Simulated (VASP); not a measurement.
# CdS (Imm2) in VASP: single point with PBE

Aim: the single point of CdS with PBE.

Everything below comes from runs of VASP 6.6.1. Logs are shortened: lines on timing, memory, paths and dates and some standing lists are left out, and cuts for length are marked.

## Step 1: The cell of the first run

It takes space group Imm2 (No. 44, orthorhombic). The conventional cell has a = 4.089 Å, b = 4.224 Å, c = 5.878 Å, α = 90.00°, β = 90.00°, γ = 90.00°. Within 3.4 Å of Cd (site symmetry mm2) lie 4 S at 2.54 to 2.55 Å. S (site symmetry mm2) has 4 Cd at 2.54 to 2.55 Å within 3.4 Å.

## Step 2: Single point, PBE (shear xy strain -3.2%)

File INCAR:

```
PREC = Accurate
ENCUT = 630
EDIFF = 1E-6
ISMEAR = -1
SIGMA = 0.02
LREAL = False
LASPH = True
NELM = 120
ALGO = Normal
ISIF = 2
LWAVE = False
LCHARG = True
GGA = PE
LELF = True
LVHAR = True
NBANDS = 20
GGA_COMPAT = False
```

File KPOINTS:

```
regular mesh
0
Gamma
  8 8 8
```

File POSCAR:

```
CdS
1.0
   -0.0476152804      2.9392148416      2.9392148416
    2.9392148416     -0.0476152804      2.9392148416
    2.8915995612      2.8915995612      0.0000000000
Cd S
1 1
Direct
   -0.0035838390     -0.0035838390      0.0035838390
    0.2535838390      0.2535838390      0.2464161610
```

Potentials or basis: VASP PAW PBE potentials, release 64 (Cd_sv_GW, S).

Run with:

```sh
cat potpaw_PBE.64/Cd_sv_GW/POTCAR potpaw_PBE.64/S/POTCAR > POTCAR
mpirun -np 1 vasp_std > vasp.out
```

OUTCAR:

```text
PREC = Accurate
   ENCUT = 630
   EDIFF = 1E-6
   ISMEAR = -1
   LREAL = False
   LASPH = True
   NELM = 120
   ISIF = 2
   GGA = PE

 ion  position               nearest neighbor table
   1  0.996  0.996  0.004-   2 2.54   2 2.54   2 2.55   2 2.55
   2  0.254  0.254  0.246-   1 2.54   1 2.54   1 2.55   1 2.55

  LATTYP: Found a body centered orthorhombic cell.
 ALAT       =     4.0893393164
 B/A-ratio  =     1.0329335230
 C/A-ratio  =     1.4375010799

  Lattice vectors:

 A1 = (   0.0476152804,  -2.9392148416,  -2.9392148416)
 A2 = (  -0.0476152804,   2.9392148416,  -2.9392148416)
 A3 = (   2.9392148416,  -0.0476152804,   2.9392148416)

Analysis of symmetry for initial positions (statically):
=====================================================================
 Subroutine PRICEL returns:
 Original cell was already a primitive cell.

 Routine SETGRP: Setting up the symmetry group for a
 body centered orthorhombic supercell.

 Subroutine GETGRP returns: Found  4 space group operations
 (whereof  4 operations were pure point group operations)
 out of a pool of  8 trial point group operations.

The static configuration has the point symmetry C_2v.

Analysis of symmetry for dynamics (positions and initial velocities):
=====================================================================
 Subroutine PRICEL returns:
 Original cell was already a primitive cell.

 Routine SETGRP: Setting up the symmetry group for a
 body centered orthorhombic supercell.

 Subroutine GETGRP returns: Found  4 space group operations
 (whereof  4 operations were pure point group operations)
 out of a pool of  8 trial point group operations.

The dynamic configuration has the point symmetry C_2v.

 Subroutine INISYM returns: Found  4 space group operations
 (whereof  4 operations are pure point group operations),
 and found     1 'primitive' translations

----------------------------------------------------------------------------------------

                                     Primitive cell

  volume of cell :      50.7703

  direct lattice vectors                    reciprocal lattice vectors
    -0.047615280  2.939214842  2.939214842    -0.167401553  0.167401553  0.170113458
     2.939214842 -0.047615280  2.939214842     0.167401553 -0.167401553  0.170113458
     2.891599561  2.891599561  0.000000000     0.172914676  0.172914676 -0.170113458

  length of vectors
     4.156950202  4.156950202  4.089339316     0.291522123  0.291522123  0.297888500

  position of ions in fractional coordinates (direct lattice)
     0.996416161  0.996416161  0.003583839
     0.253583839  0.253583839  0.246416161

  ion indices of the primitive-cell ions
   primitive index   ion index
                 1           1
                 2           2

----------------------------------------------------------------------------------------

 KPOINTS: regular mesh

Automatic generation of k-mesh.
 Grid dimensions read from file:
 generate k-points for:    8    8    8

 Generating k-lattice:

  Cartesian coordinates                     Fractional coordinates (reciprocal lattice)
    -0.020925194  0.020925194  0.021264182     0.125000000 -0.000000000  0.000000000
     0.020925194 -0.020925194  0.021264182    -0.000000000  0.125000000  0.000000000
     0.021614334  0.021614334 -0.021264182     0.000000000  0.000000000  0.125000000

  Length of vectors
     0.036440265  0.036440265  0.037236063

  Shift w.r.t. Gamma in fractional coordinates (k-lattice)
     0.000000000  0.000000000  0.000000000

 Subroutine IBZKPT returns following result:
 ===========================================

 Found     95 irreducible k-points:

 Following reciprocal coordinates:
            Coordinates               Weight
  0.000000  0.000000  0.000000      1.000000
  0.125000  0.000000  0.000000      4.000000
  0.250000  0.000000  0.000000      4.000000
  0.375000  0.000000  0.000000      4.000000
  0.500000  0.000000  0.000000      2.000000
  0.125000  0.125000  0.000000      2.000000
[... 16 lines left out ...]
  0.125000 -0.000000  0.125000      4.000000
  0.250000 -0.000000  0.125000      8.000000
 [... further k-points ...]
   k-points           NKPTS =     95   k-points in BZ     NKDIM =     95   number of bands    NBANDS=     20
   number of dos      NEDOS =    301   number of ions     NIONS =      2
   total plane-waves  NPLWV =  46656
   dimension x,y,z NGX =    36 NGY =   36 NGZ =   36
   dimension x,y,z NGXF=    72 NGYF=   72 NGZF=   72
   ions per type =               1   1
   NGX,Y,Z   is equivalent  to a cutoff of  14.40, 14.40, 14.64 a.u.
   NGXF,Y,Z  is equivalent  to a cutoff of  28.79, 28.79, 29.27 a.u.
 SYSTEM =  unknown system
   PREC   = accura    normal or accurate (medium, high low for compatibility)
   ISTART =      0    job   : 0-new  1-cont  2-samecut
   ICHARG =      2    charge: 1-file 2-atom 10-const
   ISPIN  =      1    spin polarized calculation?
   LNONCOLLINEAR =      F non collinear calculations
   LSORBIT =      F    spin-orbit coupling
   LASPH  =      T    aspherical Exc in radial PAW
   ENCUT  =  630.0 eV  46.30 Ry    6.80 a.u.   8.51  8.51  8.37*2*pi/ulx,y,z
   NELM   =    120;   NELMIN=  2; NELMDL= -5     # of ELM steps
   EDIFF  = 0.1E-05   stopping-criterion for ELM
   LREAL  =      F    real-space projection
   EDIFFG = 0.1E-04   stopping-criterion for IOM
   NSW    =      0    number of steps for IOM
   IBRION =     -1    ionic relax: 0-MD 1-quasi-New 2-CG
   NFREE  =      0    steps in history (QN), initial steepest desc. (CG)
   ISIF   =      2    stress and relaxation
   ISYM   =      2    0-nonsym 1-usesym 2-fastsym
   POTIM  = 0.5000    time-step for ionic-motion
   TEBEG  =    0.0;   TEEND  =   0.0 temperature during run
   PSTRESS=    0.0 pullay stress
   NELECT =      26.0000    total number of electrons
   NUPDOWN=      -1.0000    fix difference up-down
   EMIN   =  10.00;   EMAX   =-10.00  energy-range for DOS
   EFERMI =   0.00;   METHOD = LEGACY
   ISMEAR =    -1;   SIGMA  =   0.02  broadening in eV -4-tet -1-fermi 0-gaus
   EFERMI_NEDOS =   21; number of points for ismear=-14 and -15
   IALGO  =     38    algorithm
   IMIX   =      4    mixing-type and parameters
     AMIX     =   0.40;   BMIX     =  1.00
     AMIX_MAG =   1.60;   BMIX_MAG =  1.00
  volume/ion in A,a.u.               =      25.39       171.31
  Fermi-wavevector in a.u.,A,eV,Ry     =   1.309773  2.475112 23.340857  1.715505
  Thomas-Fermi vector in A             =   2.440349
   LORBIT       =      0    0 simple, 1 ext, 2 COOP (PROOUT), +10 PAW based schemes
   GGA     = PE    functional components
   LHFCALC =     F    Hartree Fock is set to
   AEXX    =    0.0000 exact exchange contribution
   IVDW    =     0    specifies the selected vdW correction
   LEPSILON=     F    determine dielectric tensor
   LRPA    =     F    only Hartree local field effects (RPA)
 non-spin polarized calculation
  energy-cutoff  :      630.00
  volume of cell :       50.77
 maximum number of plane-waves:      1853
 NGX is ok and might be reduce to    36
   NGX = 17   NGY = 17   NGZ = 17

 number of electron      26.0000001 magnetization

 Free energy of the ion-electron system (eV)
  ---------------------------------------------------
  ext. energy  EPLUGINS =         0.00000000
  ---------------------------------------------------
  free energy    TOTEN  =        -6.21230902 eV

  energy without entropy =       -6.21230902  energy(sigma->0) =       -6.21230902

 E-fermi :   3.1803     XC(G=0):  -9.1527

 val. band max:        2.6868029065   @ k =   0.0000   0.0000   0.0000
 cond. band min:       3.7114743545   @ k =   0.0000   0.0000   0.0000
 fundamental gap:      1.0246714480
 Fermi energy:         3.1802834019

 k-point     1 :       0.0000    0.0000    0.0000
  band No.  band energies     occupation
      1     -98.6642      2.00000
      2     -59.7271      2.00000
      3     -59.7258      2.00000
      4     -59.7248      2.00000
      5      -9.5971      2.00000
      6      -5.0246      2.00000
[... 12 lines left out ...]
     19      14.0645      0.00000
     20      14.0848      0.00000

 k-point     2 :       0.1250    0.0000    0.0000
  band No.  band energies     occupation
      1     -98.6642      2.00000
      2     -59.7271      2.00000
      3     -59.7259      2.00000
      4     -59.7248      2.00000
      5      -9.5391      2.00000
      6      -4.9994      2.00000
[... 12 lines left out ...]
     19      13.5592      0.00000
     20      14.5564      0.00000

 k-point     3 :       0.2500    0.0000    0.0000
  band No.  band energies     occupation
      1     -98.6642      2.00000
      2     -59.7272      2.00000
      3     -59.7260      2.00000
      4     -59.7249      2.00000
      5      -9.3980      2.00000
      6      -4.9521      2.00000
[... 12 lines left out ...]
     19      13.3883      0.00000
     20      13.9500      0.00000

 k-point     4 :       0.3750    0.0000    0.0000
  band No.  band energies     occupation
      1     -98.6642      2.00000
      2     -59.7272      2.00000
      3     -59.7261      2.00000
      4     -59.7250      2.00000
      5      -9.2563      2.00000
      6      -4.9144      2.00000
[... 12 lines left out ...]
     19      13.8961      0.00000
     20      14.2325      0.00000

 k-point     5 :       0.5000    0.0000    0.0000
  band No.  band energies     occupation
      1     -98.6642      2.00000
      2     -59.7272      2.00000
      3     -59.7261      2.00000
      4     -59.7250      2.00000
      5      -9.1979      2.00000
      6      -4.9022      2.00000
[... 12 lines left out ...]
     19      14.7911      0.00000
     20      15.2344      0.00000
[... 353 lines left out ...]
      6      -4.8093      2.00000
[... 12 lines left out ...]
     19      14.8356      0.00000
     20      15.9099      0.00000

 k-point    22 :       0.0000    0.0000    0.1250
  band No.  band energies     occupation
      1     -98.6642      2.00000
      2     -59.7272      2.00000
      3     -59.7259      2.00000
      4     -59.7247      2.00000
      5      -9.5362      2.00000
      6      -5.0022      2.00000
[... 12 lines left out ...]
     19      13.4740      0.00000
     20      14.4846      0.00000

 k-point    23 :       0.1250   -0.0000    0.1250
  band No.  band energies     occupation
      1     -98.6642      2.00000
      2     -59.7272      2.00000
      3     -59.7259      2.00000
      4     -59.7248      2.00000
      5      -9.5178      2.00000
      6      -4.9851      2.00000
[... 12 lines left out ...]
     19      14.1561      0.00000
     20      15.1287      0.00000

 k-point    24 :       0.2500   -0.0000    0.1250
  band No.  band energies     occupation
      1     -98.6642      2.00000
      2     -59.7272      2.00000
      3     -59.7259      2.00000
      4     -59.7249      2.00000
      5      -9.4055      2.00000
      6      -4.9408      2.00000
[... 12 lines left out ...]
     19      14.0396      0.00000
     20      15.3654      0.00000

 [... further k-points ...]
[... 5 lines left out ...]
  --------------------------------------------------------------------------------------
  -------------------------------------------------------------------------------------
  Total        0.3951490      0.3951490      0.3939298      0.2568758     -0.0000000      0.0000000
  in kB       12.4698574     12.4698574     12.4313833      8.1063218     -0.0000000      0.0000000
  external PRESSURE =      12.4570327 kB  Pullay stress =       0.0000000 kB

 VOLUME and BASIS-vectors are now :
 -----------------------------------------------------------------------------
  energy-cutoff  :      630.00
  volume of cell :       50.77
      direct lattice vectors                 reciprocal lattice vectors
    -0.047615280  2.939214842  2.939214842    -0.167401553  0.167401553  0.170113458
     2.939214842 -0.047615280  2.939214842     0.167401553 -0.167401553  0.170113458
     2.891599561  2.891599561  0.000000000     0.172914676  0.172914676 -0.170113458

 POSITION                                       TOTAL-FORCE (eV/Angst)
 -----------------------------------------------------------------------------------
      2.89160      2.89160      5.85736         0.000000      0.000000     -0.000058
      1.44580      1.44580      1.49067         0.000000      0.000000      0.000058
 -----------------------------------------------------------------------------------
    total drift:                                0.000000      0.000000     -0.000366

  FREE ENERGIE OF THE ION-ELECTRON SYSTEM (eV)
  ---------------------------------------------------
  free  energy   TOTEN  =        -6.2123090223 eV

  energy  without entropy=       -6.2123090223  energy(sigma->0) =       -6.21230902
```

It took 93 s on 1 thread of AMD EPYC 9R45 (Zen 5), shared host; peak memory 0.28 GiB.

Results:

```
Free energy            : -6.2123 eV
Pressure               : 1.2 GPa
Band gap on the k mesh : 1.02 eV
```

Stress tensor (GPa, compression positive):
```
1.25 0.81 0.00
0.81 1.25 0.00
0.00 0.00 1.24
```

Levels at points of the mesh, in eV from the valence-band top:
```tsv
k point	band 11	band 12	band 13	band 14	band 15	band 16
(0.00, 0.00, 0.00)	-0.12	-0.07	0.00	1.02	6.31	6.51
(0.50, 0.00, 0.00)	-4.36	-0.80	-0.69	3.01	7.02	7.06
(0.50, 0.50, 0.00)	-3.91	-1.98	-1.72	3.45	4.35	9.04
(0.00, 0.00, 0.50)	-4.27	-0.86	-0.76	2.82	6.86	6.87
(0.50, 0.00, 0.50)	-3.90	-1.85	-1.85	3.54	4.27	9.00
```

Caveat: the cell differs from its parent crystal (shear xy strain -3.2%); the structure was generated, so it needn't be the stable form of CdS.
